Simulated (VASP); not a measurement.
# ZnSn2N2 (P-4m2) in VASP: a series of runs

Runs on ZnSn2N2. Level: PBEsol. Tasks: single point, relaxation of cell and atoms.

Everything below comes from runs of VASP 6.6.1. Logs are shortened: lines on timing, memory, paths and dates and some standing lists are left out, and cuts for length are marked.

### Step 1. The cell of the first run

It takes space group P-4m2 (No. 115, tetragonal). The conventional cell has a = 3.022 Å, b = 3.022 Å, c = 7.544 Å, α = 90.00°, β = 90.00°, γ = 90.00°. Sn (site symmetry 2mm) has 2 N at 2.00 Å within 2.6 Å. Within 2.5 Å of Zn (site symmetry -4m2) lie 4 N at 1.90 Å. Within 2.5 Å of N (site symmetry 2mm) lie 2 Zn at 1.90 Å and 2 Sn at 2.00 Å.

### Step 2. Single point, PBEsol

INCAR

```
  PREC = Accurate
  ENCUT = 520
  EDIFF = 1E-7
  ISMEAR = -1
  SIGMA = 0.05
  LREAL = F
  LASPH = T
  NELM = 80
  ALGO = Normal
  ISIF = 2
  LWAVE = F
  LCHARG = F
  GGA = PS
  NBANDS = 33
```

KPOINTS

```
Automatic mesh
0
Gamma
  8 8 4
```

POSCAR

```
ZnSn2N2
1.0
    3.0223254017      0.0000000000      0.0000000000
    0.0000000000      3.0223254017      0.0000000000
    0.0000000000      0.0000000000      7.5443800043
Sn Zn N
2 1 2
Direct
    0.5000000000      0.5000000000      0.3252097630
    0.5000000000      0.5000000000      0.6747902370
    0.0000000000      0.0000000000      0.0000000000
    0.0000000000      0.5000000000      0.8475473014
    0.5000000000      0.0000000000      0.1524526986
```

Potentials or basis: VASP PAW PBE potentials, release 64 (Sn_d, Zn, N).

Started as:

```sh
$ cat potpaw_PBE.64/Sn_d/POTCAR potpaw_PBE.64/Zn/POTCAR potpaw_PBE.64/N/POTCAR > POTCAR
$ mpirun -np 1 vasp_std > vasp.out
```

OUTCAR:

```text
PREC = Accurate
   ENCUT = 520
   EDIFF = 1E-7
   ISMEAR = -1
   LREAL = F
   LASPH = T
   NELM = 80
   ISIF = 2
   GGA = PS

 ion  position               nearest neighbor table
   1  0.500  0.500  0.325-   5 2.00   5 2.00   2 2.64   3 3.25   3 3.25   3 3.25   3 3.25
   2  0.500  0.500  0.675-   4 2.00   4 2.00   1 2.64   3 3.25   3 3.25   3 3.25   3 3.25
   3  0.000  0.000  0.000-   4 1.90   5 1.90   4 1.90   5 1.90   1 3.25   2 3.25   1 3.25   1 3.25
                             2 3.25   2 3.25   1 3.25   2 3.25
   4  0.000  0.500  0.848-   3 1.90   3 1.90   2 2.00   2 2.00
   5  0.500  0.000  0.152-   3 1.90   3 1.90   1 2.00   1 2.00

  LATTYP: Found a simple tetragonal cell.
 ALAT       =     3.0223254017
 C/A-ratio  =     2.4962169858

  Lattice vectors:

 A1 = (   3.0223254017,   0.0000000000,   0.0000000000)
 A2 = (   0.0000000000,   3.0223254017,   0.0000000000)
 A3 = (   0.0000000000,   0.0000000000,   7.5443800043)

Analysis of symmetry for initial positions (statically):
=====================================================================
 Subroutine PRICEL returns:
 Original cell was already a primitive cell.

 Routine SETGRP: Setting up the symmetry group for a
 simple tetragonal supercell.

 Subroutine GETGRP returns: Found  8 space group operations
 (whereof  8 operations were pure point group operations)
 out of a pool of 16 trial point group operations.

The static configuration has the point symmetry D_2d.

Analysis of symmetry for dynamics (positions and initial velocities):
=====================================================================
 Subroutine PRICEL returns:
 Original cell was already a primitive cell.

 Routine SETGRP: Setting up the symmetry group for a
 simple tetragonal supercell.

 Subroutine GETGRP returns: Found  8 space group operations
 (whereof  8 operations were pure point group operations)
 out of a pool of 16 trial point group operations.

The dynamic configuration has the point symmetry D_2d.

 Subroutine INISYM returns: Found  8 space group operations
 (whereof  8 operations are pure point group operations),
 and found     1 'primitive' translations

----------------------------------------------------------------------------------------

                                     Primitive cell

[... 94 lines left out ...]
   ENCUT  =  520.0 eV  38.22 Ry    6.18 a.u.   5.62  5.62 14.03*2*pi/ulx,y,z
   NELM   =     80;   NELMIN=  2; NELMDL= -5     # of ELM steps
   EDIFF  = 0.1E-06   stopping-criterion for ELM
   LREAL  =      F    real-space projection
   EDIFFG = 0.1E-05   stopping-criterion for IOM
   NSW    =      0    number of steps for IOM
   IBRION =     -1    ionic relax: 0-MD 1-quasi-New 2-CG
   NFREE  =      0    steps in history (QN), initial steepest desc. (CG)
   ISIF   =      2    stress and relaxation
   ISYM   =      2    0-nonsym 1-usesym 2-fastsym
   POTIM  = 0.5000    time-step for ionic-motion
   TEBEG  =    0.0;   TEEND  =   0.0 temperature during run
   PSTRESS=    0.0 pullay stress
   NELECT =      50.0000    total number of electrons
   NUPDOWN=      -1.0000    fix difference up-down
   EMIN   =  10.00;   EMAX   =-10.00  energy-range for DOS
   EFERMI =   0.00;   METHOD = LEGACY
   ISMEAR =    -1;   SIGMA  =   0.05  broadening in eV -4-tet -1-fermi 0-gaus
   EFERMI_NEDOS =   21; number of points for ismear=-14 and -15
   IALGO  =     38    algorithm
   IMIX   =      4    mixing-type and parameters
     AMIX     =   0.40;   BMIX     =  1.00
     AMIX_MAG =   1.60;   BMIX_MAG =  1.00
  volume/ion in A,a.u.               =      13.78        93.01
  Fermi-wavevector in a.u.,A,eV,Ry     =   1.471057  2.779895 29.443126  2.164009
  Thomas-Fermi vector in A             =   2.586239
   LORBIT       =      0    0 simple, 1 ext, 2 COOP (PROOUT), +10 PAW based schemes
   GGA     = PS    functional components
   LHFCALC =     F    Hartree Fock is set to
   AEXX    =    0.0000 exact exchange contribution
   IVDW    =     0    specifies the selected vdW correction
   LEPSILON=     F    determine dielectric tensor
   LRPA    =     F    only Hartree local field effects (RPA)
 non-spin polarized calculation
  energy-cutoff  :      520.00
  volume of cell :       68.91
 maximum number of plane-waves:      1882
 NGX is ok and might be reduce to    24
   NGX = 11   NGY = 11   NGZ = 29

 number of electron      50.0000029 magnetization

 Free energy of the ion-electron system (eV)
  ---------------------------------------------------
  ext. energy  EPLUGINS =         0.00000000
  ---------------------------------------------------
  free energy    TOTEN  =       -25.12306145 eV

  energy without entropy =      -25.11289030  energy(sigma->0) =      -25.11797587

 E-fermi :   8.6303     XC(G=0): -11.8584

 val. band max:        8.6104730609   @ k =   0.2500   0.2500   0.2500
 cond. band min:       8.6959663067   @ k =   0.1250   0.1250   0.2500
 fundamental gap:      0.0854932458
 Fermi energy:         8.6303397270

 k-point     1 :       0.0000    0.0000    0.0000
  band No.  band energies     occupation
      1     -13.4941      2.00000
      2     -13.4628      2.00000
      3     -13.3770      2.00000
      4     -13.0798      2.00000
      5     -13.0798      2.00000
      6     -12.8434      2.00000
[... 853 lines left out ...]
     32      16.9652      0.00000
     33      18.0882      0.00000

 [... further k-points ...]

------------------------ aborting loop because EDIFF is reached ----------------------------------------

  FORCE on cell =-STRESS in cart. coord.  units (eV):
  Direction    XX          YY          ZZ          XY          YZ          ZX
  --------------------------------------------------------------------------------------
  -------------------------------------------------------------------------------------
  Total       13.0595460     13.0595460     13.0498185      0.0000000      0.0000000      0.0000000
  in kB      303.6215989    303.6215989    303.3954438      0.0000000      0.0000000      0.0000000
  external PRESSURE =     303.5462138 kB  Pullay stress =       0.0000000 kB

 VOLUME and BASIS-vectors are now :
 -----------------------------------------------------------------------------
  energy-cutoff  :      520.00
  volume of cell :       68.91
      direct lattice vectors                 reciprocal lattice vectors
     3.022325402  0.000000000  0.000000000     0.330871057  0.000000000  0.000000000
     0.000000000  3.022325402  0.000000000     0.000000000  0.330871057  0.000000000
     0.000000000  0.000000000  7.544380004     0.000000000  0.000000000  0.132548997

 POSITION                                       TOTAL-FORCE (eV/Angst)
 -----------------------------------------------------------------------------------
      1.51116      1.51116      2.45351         0.000000     -0.000000     -0.019656
      1.51116      1.51116      5.09087         0.000000      0.000000      0.019656
      0.00000      0.00000      0.00000         0.000000      0.000000      0.000000
      0.00000      1.51116      6.39422         0.000000      0.000000     -0.080024
      1.51116      0.00000      1.15016        -0.000000      0.000000      0.080024
 -----------------------------------------------------------------------------------
    total drift:                                0.000000      0.000000      0.000000

  FREE ENERGIE OF THE ION-ELECTRON SYSTEM (eV)
  ---------------------------------------------------
  free  energy   TOTEN  =       -25.1230614520 eV

  energy  without entropy=      -25.1128902960  energy(sigma->0) =      -25.11797587
```

stdout:

```text
POSCAR found type information on POSCAR SnZnN
 POSCAR found :  3 types and       5 ions
 scaLAPACK will be used
 -----------------------------------------------------------------------------
|                                                                             |
|                                                                             |
|     You enforced a specific xc type in the INCAR file but a different       |
|     I HOPE YOU KNOW WHAT YOU ARE DOING!                                     |
|                                                                             |
 -----------------------------------------------------------------------------

 LDA part: xc-table for (Slater+PW92), standard interpolation
 POSCAR, INCAR and KPOINTS ok, starting setup
 FFT: planning ... GRIDC
 FFT: planning ... GRID_SOFT
 FFT: planning ... GRID
 WAVECAR not read
 entering main loop
```

Wall time 2.6 min (1 thread of Oxide Virtual Turin-like, shared host); peak memory 0.21 GiB.

What came out:

```yaml
Free_energy: -25.1231 eV
Pressure: 30.4 GPa
Largest_force: 0.080 eV/Å
Band_gap_on_the_k_mesh: zero (band 25 reaches 8.96 eV, above the bottom of band 26 at 6.46 eV)
```

Forces on the atoms (eV/Å):
```
Sn   0.000  0.000 -0.020
Sn   0.000  0.000  0.020
Zn   0.000  0.000  0.000
N    0.000  0.000 -0.080
N    0.000  0.000  0.080
```

Caveat: the PAW data sets were made with another functional, which shifts forces and pressure a little; spin-orbit coupling is left out, which moves the levels of the heavy elements.

### Step 3. Single point, PBEsol

This run uses another cell than the first one, of 14.52 Å³/atom, 1.053 times its volume.

INCAR

```
PREC = Accurate
ENCUT = 520
EDIFF = 1E-7
ISMEAR = -1
SIGMA = 0.05
LREAL = False
LASPH = True
NELM = 80
ALGO = Normal
ISIF = 2
LWAVE = False
LCHARG = False
GGA = PS
NBANDS = 33
```

KPOINTS is that of step 2.

POSCAR

```
ZnSn2N2
1.0
    3.0934745831      0.0000000000      0.0000000000
    0.0000000000      3.0934745831      0.0000000000
    0.0000000000      0.0000000000      7.5860619748
Sn Zn N
2 1 2
Direct
    0.5000000000      0.5000000000      0.3224766994
    0.5000000000      0.5000000000      0.6775233006
    0.0000000000      0.0000000000      0.0000000000
    0.0000000000      0.5000000000      0.8483574085
    0.5000000000      0.0000000000      0.1516425915
```

Potentials or basis: VASP PAW PBE potentials, release 64 (Sn_d, Zn, N).

Started as:

```sh
$ cat potpaw_PBE.64/Sn_d/POTCAR potpaw_PBE.64/Zn/POTCAR potpaw_PBE.64/N/POTCAR > POTCAR
$ mpirun -np 1 vasp_std > vasp.out
```

It took 2.5 min on 1 thread of Oxide Virtual Turin-like, shared host; peak memory 0.21 GiB.

It converged, with:

| Item | Value |
| --- | --- |
| Free energy | -25.7025 eV |
| Pressure | 20.3 GPa |
| Largest force | 0.063 eV/Å |
| Band gap on the k mesh | zero (band 25 reaches 8.30 eV, above the bottom of band 26 at 5.95 eV) |

Forces in eV/Å, atoms in the order of the input:
```
Sn   0.000  0.000 -0.010
Sn   0.000  0.000  0.010
Zn   0.000  0.000  0.000
N    0.000  0.000 -0.063
N    0.000  0.000  0.063
```

Levels at points of the mesh, in eV from the Fermi level:
| k point | band 21 | band 22 | band 23 | band 24 | band 25 | band 26 | band 27 | band 28 | band 29 | band 30 |
| --- | --- | --- | --- | --- | --- | --- | --- | --- | --- | --- |
| (0.00, 0.00, 0.00) | -2.96 | -2.96 | -1.05 | -1.05 | 0.36 | 1.26 | 3.89 | 5.93 | 5.93 | 7.61 |
| (0.50, 0.00, 0.00) | -4.58 | -2.54 | -1.93 | -0.96 | -0.91 | 0.02 | 1.64 | 5.67 | 6.78 | 7.51 |
| (0.50, 0.50, 0.00) | -4.27 | -4.27 | -3.73 | -3.09 | -1.99 | -1.99 | 3.13 | 3.14 | 3.94 | 3.94 |
| (0.00, 0.00, 0.50) | -2.90 | -1.92 | -1.52 | -1.14 | -1.14 | 2.10 | 4.32 | 6.21 | 6.21 | 7.68 |
| (0.50, 0.00, 0.50) | -4.39 | -3.69 | -2.33 | -1.93 | -0.91 | 1.23 | 2.56 | 4.95 | 6.75 | 7.41 |
| (0.50, 0.50, 0.50) | -4.50 | -4.50 | -3.75 | -3.10 | -1.52 | -1.52 | 2.60 | 2.76 | 2.76 | 3.42 |

Caveat: the PAW data sets were made with another functional, which shifts forces and pressure a little; spin-orbit coupling is left out, which moves the levels of the heavy elements.

### Step 4. Relaxation of cell and atoms, PBEsol

This run uses another cell than the first one, of 18.13 Å³/atom, 1.315 times its volume.

INCAR

```
SYSTEM = ZnSn2N2
PREC     = Accurate       ! precision mode
ENCUT    = 600            ! plane-wave cutoff, eV
EDIFF    = 1E-6           ! SCF threshold, eV
ISMEAR   = -1             ! smearing method
SIGMA    = 0.05           ! smearing width, eV
LREAL    = .FALSE.        ! projectors in reciprocal space
LASPH    = .TRUE.         ! aspherical terms in the spheres
NELM     = 100            ! most SCF steps
ALGO     = Normal         ! electronic algorithm
ISIF     = 3              ! what is computed and relaxed
LWAVE    = .FALSE.        ! write WAVECAR
LCHARG   = .FALSE.        ! write CHGCAR
GGA      = PS             ! functional
IBRION   = 2              ! ionic algorithm
NSW      = 60             ! ionic steps
EDIFFG   = -0.01          ! ionic threshold
```

KPOINTS

```
Automatic mesh
0
G
  8 8 4
  0 0 0
```

POSCAR

```
ZnSn2N2
1.0
    3.3523260000      0.0000000000      0.0000000000
    0.0000000000      3.3523260000      0.0000000000
    0.0000000000      0.0000000000      8.0642090000
Sn Zn N
2 1 2
Direct
    0.5000000000      0.5000000000      0.3058270000
    0.5000000000      0.5000000000      0.6941730000
    0.0000000000      0.0000000000      0.0000000000
    0.0000000000      0.5000000000      0.8541900000
    0.5000000000      0.0000000000      0.1458100000
```

Started as:

```sh
$ cat potpaw_PBE.64/Sn_d/POTCAR potpaw_PBE.64/Zn/POTCAR potpaw_PBE.64/N/POTCAR > POTCAR
$ mpirun -np 1 vasp_std > vasp.out
```

It took 22 min on 1 thread of Oxide Virtual Turin-like, shared host; peak memory 0.29 GiB.

Results (log left out):

```
Free energy                            : -26.3953 eV
Relaxed volume                         : 17.03 Å³/atom
Relaxed cell                           : a = 3.304 Å, b = 3.304 Å, c = 7.799 Å, α = 90.00°, β = 90.00°, γ = 90.00°
Space group after relaxing (to 0.05 Å) : P-4m2 (No. 115)
Energy gained by relaxing              : 15.6 meV/atom
Ionic steps                            : 12
Pressure after relaxing                : -0.1 GPa
Largest force after relaxing           : 0.006 eV/Å
Band gap on the k mesh                 : zero (band 25 reaches 6.39 eV, above the bottom of band 26 at 4.57 eV)
```

Forces on the atoms (eV/Å):
```
Sn   0.000  0.000  0.006
Sn   0.000  0.000 -0.006
Zn   0.000  0.000  0.000
N    0.000  0.000 -0.001
N    0.000  0.000  0.001
```

The path:
| step | energy change (eV) | largest force (eV/Å) | pressure (GPa) | volume (Å³) |
| --- | --- | --- | --- | --- |
| 1 | 0.0000 | 0.1389 | -4.30 | 90.63 |
| 2 | -0.0349 | 0.7396 | 2.88 | 84.39 |
| 3 | -0.0564 | 0.3883 | -0.12 | 86.68 |
| 4 | -0.0669 | 0.1374 | -0.04 | 85.95 |
| 5 | -0.0673 | 0.1849 | 0.06 | 85.76 |
| 6 | -0.0714 | 0.1683 | -0.08 | 85.63 |
| 7 | -0.0764 | 0.1310 | -0.24 | 85.29 |
| 8 | -0.0761 | 0.1445 | 0.59 | 84.77 |
| 9 | -0.0774 | 0.0260 | 0.16 | 85.05 |
| 10 | -0.0777 | 0.0194 | -0.11 | 85.24 |
| 11 | -0.0777 | 0.0201 | -0.08 | 85.21 |
| 12 | -0.0778 | 0.0057 | -0.07 | 85.13 |

Final structure:
```xyz
5
Lattice="3.3040 0.0000 0.0000 0.0000 3.3040 0.0000 0.0000 0.0000 7.7986" Properties=species:S:1:pos:R:3 pbc="T T T"
Sn    1.6520    1.6520    2.4318
Sn    1.6520    1.6520    5.3667
Zn    3.3040    3.3040    0.0000
N     0.0000    1.6520    6.6442
N     1.6520    3.3040    1.1544
```

Levels at points of the mesh, in eV from the Fermi level:
| k point | band 21 | band 22 | band 23 | band 24 | band 25 | band 26 | band 27 | band 28 | band 29 | band 30 |
| --- | --- | --- | --- | --- | --- | --- | --- | --- | --- | --- |
| (0.00, 0.00, 0.00) | -2.85 | -2.85 | -1.15 | -1.15 | 0.44 | 0.83 | 3.44 | 5.52 | 5.52 | 6.34 |
| (0.50, 0.00, 0.00) | -3.73 | -2.10 | -2.03 | -0.99 | -0.38 | -0.27 | 1.99 | 4.64 | 6.05 | 6.37 |
| (0.50, 0.50, 0.00) | -3.78 | -3.78 | -3.12 | -2.66 | -1.38 | -1.38 | 1.96 | 3.75 | 4.11 | 4.11 |
| (0.00, 0.00, 0.50) | -2.82 | -2.02 | -1.21 | -1.21 | -1.16 | 1.74 | 3.87 | 5.73 | 5.73 | 6.53 |
| (0.50, 0.00, 0.50) | -3.67 | -3.09 | -2.03 | -1.40 | -0.99 | 0.85 | 2.72 | 4.04 | 6.02 | 6.28 |
| (0.50, 0.50, 0.50) | -3.92 | -3.92 | -3.14 | -2.53 | -1.01 | -1.01 | 1.50 | 3.03 | 3.03 | 4.07 |

Caveat: the PAW data sets were made with another functional, which shifts forces and pressure a little; spin-orbit coupling is left out, which moves the levels of the heavy elements.

[end of part 1 of 2]
